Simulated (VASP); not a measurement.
Nb3WC4, 8 atoms in the cell. The structure is trigonal, space group P-3m1 (No. 164). The conventional cell has a = 3.065 Å, b = 3.065 Å, c = 11.339 Å, α = 90.00°, β = 90.00°, γ = 120.00°. Nb (site symmetry -3m) has 6 C at 2.27 Å and 8 Nb at 2.84 to 3.07 Å within 3.1 Å. Nb (site symmetry 3m) has 6 C at 2.27 to 2.30 Å and 1 W at 2.83 Å and 7 Nb at 2.84 to 3.07 Å within 3.1 Å. Within 2.9 Å of W (site symmetry -3m) lie 6 C at 2.23 Å and 2 Nb at 2.83 Å. Within 2.9 Å of C (site symmetry 3m) lie 3 W at 2.23 Å and 3 Nb at 2.30 Å. Within 3.1 Å of C (site symmetry 3m) lie 6 Nb at 2.27 Å and 6 C at 3.07 Å. The cell was built from a structure type or drawn by symmetry, and may not be a known phase.

```yaml
Program: VASP 6.6.1
Task: single point
Functional: PBE
Potentials_or_basis: VASP PAW PBE potentials, release 64 (Nb_sv, W_sv, C)
Cutoff: 600 eV
k_mesh: 5 × 5 × 2
Occupations: gaussian, width 0.2 eV
Spin: no spin polarisation
Dipole_correction: no
Further_INCAR_settings: ALGO = Normal; EDIFF = 1e-06; NBANDS = 44
```

Potentials or basis: VASP PAW PBE potentials, release 64 (Nb_sv, W_sv, C).

Launch:

```console
$ cat potpaw_PBE.64/Nb_sv/POTCAR potpaw_PBE.64/W_sv/POTCAR potpaw_PBE.64/C/POTCAR > POTCAR
$ mpirun -np 1 vasp_std > vasp.out
```

Hardware: 1 thread of AMD EPYC 7R13, with other jobs on the host.

Problem. How long does it take, and how much memory?

Solution. Run time: 2.5 min on 1 thread of AMD EPYC 7R13, with other jobs on the host, peak memory 0.21 GiB. Counts: scf iterations 17, k points 10.
